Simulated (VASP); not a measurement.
# MnO (Fm-3m) in VASP: further runs

The runs below take MnO through single point, with LDA, r2SCAN-based global hybrid with 35 % exact exchange.

Program: VASP 6.6.1. These are calculated values, not measurements. Logs are shortened: lines on timing, memory, paths and dates and some standing lists are left out, and cuts for length are marked.

**1. The cell of the first run**

The structure is cubic, space group Fm-3m (No. 225). The conventional cell has a = 4.228 Å, b = 4.228 Å, c = 4.228 Å, α = 90.00°, β = 90.00°, γ = 90.00°. Mn (site symmetry m-3m) has 6 O at 2.11 Å within 2.8 Å. O (site symmetry m-3m) has 6 Mn at 2.11 Å within 2.8 Å.

**2. Single point, LDA, collinear spin, ferromagnetic start**

Contents of INCAR:

```
SYSTEM = MnO
ALGO = Normal ; EDIFF = 1E-6
ENCUT = 700 ; GGA = CA
GGA_COMPAT = .FALSE. ; ISIF = 2
ISMEAR = -1 ; ISPIN = 2
LASPH = .TRUE. ; LCHARG = .FALSE.
LMAXMIX = 4 ; LORBIT = 11
LREAL = .FALSE. ; LWAVE = .FALSE.
MAGMOM = 4 0 ; NBANDS = 22
NELM = 200 ; PREC = Accurate
SIGMA = 0.05
```

Contents of KPOINTS:

```
k-points
0
G
  10 10 10
  0 0 0
```

Contents of POSCAR:

```
MnO
1.0
    0.0000000000      2.1137771788      2.1137771788
    2.1137771788      0.0000000000      2.1137771788
    2.1137771788      2.1137771788      0.0000000000
Mn O
1 1
Direct
    0.0000000000      0.0000000000      0.0000000000
    0.5000000000      0.5000000000      0.5000000000
```

Potentials or basis: VASP PAW LDA potentials, release 64 (Mn_sv, O).

Started as:

```
cat potpaw_LDA.64/Mn_sv/POTCAR potpaw_LDA.64/O/POTCAR > POTCAR
mpirun -np 1 vasp_std > vasp.out
```

OUTCAR:

```text
SYSTEM = MnO
   EDIFF = 1E-6
   ENCUT = 700
   GGA = CA
   ISIF = 2
   ISMEAR = -1
   ISPIN = 2
   LASPH = .TRUE.
   LORBIT = 11
   LREAL = .FALSE.
   NELM = 200
   PREC = Accurate

 ion  position               nearest neighbor table
   1  0.000  0.000  0.000-   2 2.11   2 2.11   2 2.11   2 2.11   2 2.11   2 2.11
   2  0.500  0.500  0.500-   1 2.11   1 2.11   1 2.11   1 2.11   1 2.11   1 2.11

  LATTYP: Found a face centered cubic cell.
 ALAT       =     4.2275543576

  Lattice vectors:

 A1 = (   0.0000000000,   2.1137771788,   2.1137771788)
 A2 = (   2.1137771788,   0.0000000000,   2.1137771788)
 A3 = (   2.1137771788,   2.1137771788,   0.0000000000)

Analysis of symmetry for initial positions (statically):
=====================================================================
 Subroutine PRICEL returns:
 Original cell was already a primitive cell.

 Routine SETGRP: Setting up the symmetry group for a
 face centered cubic supercell.

 Subroutine GETGRP returns: Found 48 space group operations
 (whereof 48 operations were pure point group operations)
 out of a pool of 48 trial point group operations.

The static configuration has the point symmetry O_h .

Analysis of symmetry for dynamics (positions and initial velocities):
=====================================================================
 Subroutine PRICEL returns:
 Original cell was already a primitive cell.

 Routine SETGRP: Setting up the symmetry group for a
 face centered cubic supercell.

 Subroutine GETGRP returns: Found 48 space group operations
 (whereof 48 operations were pure point group operations)
 out of a pool of 48 trial point group operations.

The dynamic configuration has the point symmetry O_h .

Analysis of structural, dynamic, and magnetic symmetry:
=====================================================================
 Subroutine PRICEL returns:
 Original cell was already a primitive cell.

 Routine SETGRP: Setting up the symmetry group for a
 face centered cubic supercell.

 Subroutine GETGRP returns: Found 48 space group operations
 (whereof 48 operations were pure point group operations)
 out of a pool of 48 trial point group operations.

The overall configuration has the point symmetry O_h .

 Subroutine INISYM returns: Found 48 space group operations
 (whereof 48 operations are pure point group operations),
 and found     1 'primitive' translations

----------------------------------------------------------------------------------------

                                     Primitive cell

  volume of cell :      18.8889

  direct lattice vectors                    reciprocal lattice vectors
     0.000000000  2.113777179  2.113777179    -0.236543381  0.236543381  0.236543381
     2.113777179  0.000000000  2.113777179     0.236543381 -0.236543381  0.236543381
     2.113777179  2.113777179  0.000000000     0.236543381  0.236543381 -0.236543381

  length of vectors
     2.989332354  2.989332354  2.989332354     0.409705154  0.409705154  0.409705154

  position of ions in fractional coordinates (direct lattice)
     0.000000000  0.000000000  0.000000000
     0.500000000  0.500000000  0.500000000

  ion indices of the primitive-cell ions
   primitive index   ion index
                 1           1
                 2           2

----------------------------------------------------------------------------------------

 KPOINTS: k-points

Automatic generation of k-mesh.
 Grid dimensions read from file:
 generate k-points for:   10   10   10

 Generating k-lattice:

  Cartesian coordinates                     Fractional coordinates (reciprocal lattice)
    -0.023654338  0.023654338  0.023654338     0.100000000  0.000000000  0.000000000
     0.023654338 -0.023654338  0.023654338     0.000000000  0.100000000  0.000000000
     0.023654338  0.023654338 -0.023654338     0.000000000  0.000000000  0.100000000

  Length of vectors
     0.040970515  0.040970515  0.040970515

  Shift w.r.t. Gamma in fractional coordinates (k-lattice)
     0.000000000  0.000000000  0.000000000

 Subroutine IBZKPT returns following result:
 ===========================================

 Found     47 irreducible k-points:

 Following reciprocal coordinates:
            Coordinates               Weight
  0.000000  0.000000  0.000000      1.000000
  0.100000  0.000000  0.000000      8.000000
  0.200000  0.000000  0.000000      8.000000
  0.300000  0.000000  0.000000      8.000000
  0.400000  0.000000  0.000000      8.000000
  0.500000  0.000000  0.000000      4.000000
[... 16 lines left out ...]
  0.300000  0.300000  0.000000      6.000000
  0.400000  0.300000  0.000000     24.000000
 [... further k-points ...]
   k-points           NKPTS =     47   k-points in BZ     NKDIM =     47   number of bands    NBANDS=     22
   number of dos      NEDOS =    301   number of ions     NIONS =      2
   total plane-waves  NPLWV =  21952
   dimension x,y,z NGX =    28 NGY =   28 NGZ =   28
   dimension x,y,z NGXF=    56 NGYF=   56 NGZF=   56
   ions per type =               1   1
   NGX,Y,Z   is equivalent  to a cutoff of  15.57, 15.57, 15.57 a.u.
   NGXF,Y,Z  is equivalent  to a cutoff of  31.14, 31.14, 31.14 a.u.
 SYSTEM =  MnO
   PREC   = accura    normal or accurate (medium, high low for compatibility)
   ISTART =      0    job   : 0-new  1-cont  2-samecut
   ICHARG =      2    charge: 1-file 2-atom 10-const
   ISPIN  =      2    spin polarized calculation?
   LNONCOLLINEAR =      F non collinear calculations
   LSORBIT =      F    spin-orbit coupling
   LASPH  =      T    aspherical Exc in radial PAW
   ENCUT  =  700.0 eV  51.45 Ry    7.17 a.u.   6.45  6.45  6.45*2*pi/ulx,y,z
   NELM   =    200;   NELMIN=  2; NELMDL= -5     # of ELM steps
   EDIFF  = 0.1E-05   stopping-criterion for ELM
   LREAL  =      F    real-space projection
[... 7 lines left out ...]
   TEBEG  =    0.0;   TEEND  =   0.0 temperature during run
   PSTRESS=    0.0 pullay stress
   NELECT =      21.0000    total number of electrons
   NUPDOWN=      -1.0000    fix difference up-down
   EMIN   =  10.00;   EMAX   =-10.00  energy-range for DOS
   EFERMI =   0.00;   METHOD = LEGACY
   ISMEAR =    -1;   SIGMA  =   0.05  broadening in eV -4-tet -1-fermi 0-gaus
   EFERMI_NEDOS =   21; number of points for ismear=-14 and -15
   IALGO  =     38    algorithm
   IMIX   =      4    mixing-type and parameters
     AMIX     =   0.40;   BMIX     =  1.00
     AMIX_MAG =   1.60;   BMIX_MAG =  1.00
  volume/ion in A,a.u.               =       9.44        63.73
  Fermi-wavevector in a.u.,A,eV,Ry     =   1.695946  3.204874 39.133531  2.876233
  Thomas-Fermi vector in A             =   2.776898
   LORBIT       =     11    0 simple, 1 ext, 2 COOP (PROOUT), +10 PAW based schemes
   GGA     = CA    functional components
   LHFCALC =     F    Hartree Fock is set to
   AEXX    =    0.0000 exact exchange contribution
   IVDW    =     0    specifies the selected vdW correction
   LEPSILON=     F    determine dielectric tensor
   LRPA    =     F    only Hartree local field effects (RPA)
 spin polarized calculation
  energy-cutoff  :      700.00
  volume of cell :       18.89
 maximum number of plane-waves:       821
 NGX is ok and might be reduce to    28
   NGX = 13   NGY = 13   NGZ = 13

 number of electron      21.0000007 magnetization       4.0265620

 Free energy of the ion-electron system (eV)
  ---------------------------------------------------
  ext. energy  EPLUGINS =         0.00000000
  ---------------------------------------------------
  free energy    TOTEN  =       -17.86416439 eV

  energy without entropy =      -17.85161915  energy(sigma->0) =      -17.85789177

 E-fermi :  11.0745     XC(G=0): -13.3541

 val. band max:       11.0555126474   @ k =  -0.4000   0.3000   0.1000
 cond. band min:      11.0805690901   @ k =  -0.1000   0.1000   0.0000
 fundamental gap:      0.0250564427
 Fermi energy:        11.0745403881

 spin component 1

 k-point     1 :       0.0000    0.0000    0.0000
  band No.  band energies     occupation
      1     -69.3133      1.00000
      2     -38.5117      1.00000
      3     -38.5117      1.00000
      4     -38.5117      1.00000
      5     -10.3423      1.00000
      6       6.5031      1.00000
[... 14 lines left out ...]
     21      33.5649      0.00000
     22      35.6283      0.00000

 k-point     2 :       0.1000    0.0000    0.0000
  band No.  band energies     occupation
      1     -69.3118      1.00000
      2     -38.5242      1.00000
      3     -38.5131      1.00000
      4     -38.5131      1.00000
      5     -10.2271      1.00000
      6       5.6823      1.00000
[... 14 lines left out ...]
     21      34.4351      0.00000
     22      37.5158      0.00000
[... 523 lines left out ...]
     21      39.0525      0.00000
     22      40.9712      0.00000

 k-point    24 :       0.4000    0.3000    0.0000
  band No.  band energies     occupation
      1     -69.2969      1.00000
      2     -38.6056      1.00000
      3     -38.5507      1.00000
      4     -38.5470      1.00000
      5      -9.2417      1.00000
      6       2.7100      1.00000
[... 14 lines left out ...]
     21      39.6390      0.00000
     22      40.7153      0.00000

 [... further k-points ...]

 spin component 2

 k-point     1 :       0.0000    0.0000    0.0000
  band No.  band energies     occupation
      1     -65.5170      1.00000
      2     -34.8219      1.00000
      3     -34.8219      1.00000
      4     -34.8219      1.00000
      5      -9.9231      1.00000
      6       6.8860      1.00000
[... 14 lines left out ...]
     21      35.1165      0.00000
     22      36.9756      0.00000

 k-point     2 :       0.1000    0.0000    0.0000
  band No.  band energies     occupation
      1     -65.5152      1.00000
      2     -34.8374      1.00000
      3     -34.8236      1.00000
      4     -34.8236      1.00000
      5      -9.8091      1.00000
      6       6.2227      1.00000
[... 14 lines left out ...]
     21      35.9536      0.00000
     22      38.9386      0.00000
[... 523 lines left out ...]
     21      40.0476      0.00000
     22      41.8729      0.00000

 k-point    24 :       0.4000    0.3000    0.0000
  band No.  band energies     occupation
      1     -65.4976      1.00000
      2     -34.9362      1.00000
      3     -34.8688      1.00000
      4     -34.8642      1.00000
      5      -8.8369      1.00000
      6       3.3787      1.00000
[... 14 lines left out ...]
     21      40.4977      0.00000
     22      41.4458      0.00000

 [... further k-points ...]
[... 5 lines left out ...]
  --------------------------------------------------------------------------------------
  -------------------------------------------------------------------------------------
  Total       -0.3268552     -0.3268552     -0.3268552      0.0000000      0.0000000      0.0000000
  in kB      -27.7241618    -27.7241618    -27.7241618      0.0000000      0.0000000      0.0000000
  external PRESSURE =     -27.7241618 kB  Pullay stress =       0.0000000 kB

 VOLUME and BASIS-vectors are now :
 -----------------------------------------------------------------------------
  energy-cutoff  :      700.00
  volume of cell :       18.89
      direct lattice vectors                 reciprocal lattice vectors
     0.000000000  2.113777179  2.113777179    -0.236543381  0.236543381  0.236543381
     2.113777179  0.000000000  2.113777179     0.236543381 -0.236543381  0.236543381
     2.113777179  2.113777179  0.000000000     0.236543381  0.236543381 -0.236543381

 POSITION                                       TOTAL-FORCE (eV/Angst)
 -----------------------------------------------------------------------------------
      0.00000      0.00000      0.00000         0.000000      0.000000      0.000000
      2.11378      2.11378      2.11378        -0.000000     -0.000000     -0.000000
 -----------------------------------------------------------------------------------
    total drift:                                0.000000      0.000000      0.000000

  FREE ENERGIE OF THE ION-ELECTRON SYSTEM (eV)
  ---------------------------------------------------
  free  energy   TOTEN  =       -17.8641643858 eV

  energy  without entropy=      -17.8516191547  energy(sigma->0) =      -17.85789177

 total charge

# of ion       s       p       d       tot
------------------------------------------
    1        2.130   6.028   4.753  12.910
    2        1.548   3.438   0.000   4.987
--------------------------------------------------
tot          3.678   9.466   4.753  17.897

 magnetization (x)

# of ion       s       p       d       tot
------------------------------------------
    1        0.019   0.011   3.533   3.563
    2        0.032   0.126   0.000   0.157
--------------------------------------------------
tot          0.051   0.137   3.533   3.721
```

Run time: 41 s. Hardware: 1 thread of AMD EPYC 9R45 (Zen 5), shared host; peak memory 0.15 GiB.

Results:

| Property | Result |
| --- | --- |
| Free energy | -17.8642 eV |
| Pressure | -2.8 GPa |
| Net moment | 4.03 μB per cell |
| Site moments | Mn +3.56; O +0.16 μB |
| Valence electrons inside the program's atomic spheres | Mn 12.91; O 4.99 |

Caveat: a cell with one magnetic atom can't hold antiferromagnetic order, which such compounds often take; semilocal functionals often make such compounds metallic where correlation or magnetic order opens a gap, which also shifts bond lengths.

**3. Single point, r2SCAN-based global hybrid with 35 % exact exchange, collinear spin, ferromagnetic start**

This run uses another cell than the first one, of 11.00 Å³/atom.

Contents of POSCAR:

```
MnO
1.0
    0.0000000000      2.2239077028      2.2239077028
    2.2239077028      0.0000000000      2.2239077028
    2.2239077028      2.2239077028      0.0000000000
Mn O
1 1
Direct
    0.0000000000      0.0000000000      0.0000000000
    0.5000000000      0.5000000000      0.5000000000
```

Contents of INCAR.step1:

```
SYSTEM = MnO
  ALGO = Normal
  EDIFF = 1E-5
  ENCUT = 520
  GGA = PE
  ISIF = 2
  ISMEAR = -1
  ISPIN = 2
  KPAR = 4
  LASPH = .TRUE.
  LCHARG = .FALSE.
  LMAXMIX = 4
  LORBIT = 11
  LREAL = .FALSE.
  LWAVE = .TRUE.
  MAGMOM = 4 0
  NBANDS = 20
  NELM = 150
  PREC = Accurate
  SIGMA = 0.05
```

Contents of INCAR.step2:

```
SYSTEM = MnO
  AEXX = 0.35
  ALGO = Normal
  EDIFF = 1E-7
  ENCUT = 520
  ISIF = 2
  ISMEAR = -1
  ISPIN = 2
  ISTART = 1
  KPAR = 4
  LASPH = .TRUE.
  LCHARG = .FALSE.
  LHFCALC = .TRUE.
  LMAXMIX = 4
  LMIXTAU = .TRUE.
  LORBIT = 11
  LREAL = .FALSE.
  LWAVE = .FALSE.
  MAGMOM = 4 0
  METAGGA = R2SCAN
  NBANDS = 20
  NELM = 150
  PREC = Accurate
  PRECFOCK = Normal
  SIGMA = 0.05
```

Contents of KPOINTS:

```
k-points
0
G
  6 6 6
  0 0 0
```

Potentials or basis: VASP PAW PBE potentials, release 64 (Mn_pv, O).

Started as:

```
cat potpaw_PBE.64/Mn_pv/POTCAR potpaw_PBE.64/O/POTCAR > POTCAR
cp INCAR.step1 INCAR
mpirun -np 4 vasp_std > vasp.out
cp INCAR.step2 INCAR
mpirun -np 4 vasp_std > vasp.out
```

It took 37 min on 4 MPI ranks of Intel Xeon Platinum 8259CL at 2.50GHz (Skylake/Cascade Lake), shared host; peak memory 0.16 GiB.

It converged, with:

```yaml
Free_energy: -34.7032 eV
Pressure: -1.6 GPa
Band_gap_on_the_k_mesh: 3.54 eV (least direct gap 6.01 eV)
Net_moment: 5.00 μB per cell
Site_moments: Mn +4.62; O +0.20 μB
Valence_electrons_inside_the_program's_atomic_spheres: Mn 11.31; O 5.08
```

Levels at points of the mesh, in eV from the valence-band top:
Spin up:
| k point | band 8 | band 9 | band 10 | band 11 | band 12 | band 13 | band 14 | band 15 | band 16 | band 17 |
| --- | --- | --- | --- | --- | --- | --- | --- | --- | --- | --- |
| (0.00, 0.00, 0.00) | -4.04 | -4.04 | -3.25 | -3.25 | -3.25 | 3.54 | 18.44 | 21.01 | 21.01 | 21.01 |
| (0.50, 0.00, 0.00) | -3.49 | -3.49 | -2.65 | 0.00 | 0.00 | 7.68 | 12.80 | 16.68 | 16.68 | 23.47 |
| (0.50, 0.50, 0.00) | -4.44 | -3.65 | -3.22 | -3.22 | -3.22 | 9.60 | 12.77 | 14.49 | 19.04 | 19.04 |
Spin down:
```
           k point  band 5  band 6  band 7  band 8  band 9  band 10
(0.00, 0.00, 0.00)   -2.47   -2.47   -2.47    5.17    7.24     7.24
(0.50, 0.00, 0.00)   -7.03   -3.94   -3.94    8.68    8.88     9.12
(0.50, 0.50, 0.00)   -6.12   -3.67   -3.67    4.76    9.04     9.08
```

Caveat: the PAW data sets were made with another functional, which shifts forces and pressure a little; a cell with one magnetic atom can't hold antiferromagnetic order, which such compounds often take. A k mesh can miss the band edges.

The gap in the log of VASP goes by the Fermi energy; the results here count the filled bands.